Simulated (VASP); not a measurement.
**Co: electric field gradients with PBE**

Crystal: Co.

```xyz
2
Lattice="2.5021 0.0000 0.0000 -1.2510 2.1669 0.0000 0.0000 0.0000 4.0635" Properties=species:S:1:pos:R:3 pbc="T T T"
Co    0.0000    1.4446    1.0159
Co    1.2510    0.7223    3.0477
```

* Program: VASP 6.6.1
* Task: electric field gradients
* Functional: PBE
* Potentials or basis: VASP PAW PBE potentials, release 64 (Co)
* Cutoff: 520 eV
* k mesh: 19 × 19 × 10
* Occupations: fermi-dirac, width 0.08 eV
* Spin: collinear spin, ferromagnetic start
* Starting moments: [2.0, 2.0] μB
* Dipole correction: no
* Further INCAR settings: ALGO = Normal; EDIFF = 1e-08; NBANDS = 20

* Pressure: -3.4 GPa
* Net moment: 3.24 μB per cell
* Site moments: Co +1.64 μB
* Largest electric field gradient by atom: Co -2.2 V/Å²
* Valence electrons inside the program's atomic spheres: Co 8.24

Stress tensor (GPa, compression positive):
```
-3.01  0.00  0.00
 0.00 -3.01  0.00
 0.00  0.00 -4.26
```

Levels at points of the mesh, in eV from the Fermi level:
Spin up:
| k point | band 8 | band 9 | band 10 | band 11 | band 12 | band 13 | band 14 | band 15 |
| --- | --- | --- | --- | --- | --- | --- | --- | --- |
| (0.00, 0.00, 0.00) | -1.92 | -1.92 | -0.86 | -0.86 | -0.11 | 6.16 | 21.90 | 24.35 |
| (0.00, 0.00, 0.50) | -2.63 | -1.16 | -1.16 | -1.16 | -1.16 | 14.74 | 14.74 | 22.62 |
Spin down:
| k point | band 3 | band 4 | band 5 | band 6 | band 7 | band 8 | band 9 | band 10 | band 11 | band 12 |
| --- | --- | --- | --- | --- | --- | --- | --- | --- | --- | --- |
| (0.00, 0.00, 0.00) | -0.98 | -0.92 | -0.92 | -0.57 | -0.57 | -0.18 | -0.14 | -0.14 | 1.04 | 1.04 |
| (0.00, 0.00, 0.50) | -1.51 | -1.51 | -0.98 | -0.98 | -0.98 | -0.98 | 0.71 | 0.71 | 0.71 | 0.71 |

Electric field gradients, principal values (V/Å²):
```
atom  least  middle  greatest (by size)
1 Co  1.079   1.082              -2.161
2 Co  1.079   1.082              -2.161
```

It took 3.3 min on 1 thread of Intel(R) Xeon(R) Platinum 8259CL CPU @ 2.50GHz (Skylake/Cascade Lake) (shared host), peak memory 0.26 GiB.

Caveat: the cell stands under tension; without QUAD_EFG the Cq values of the log hold for a quadrupole moment of 1 mb, not for the nuclei.
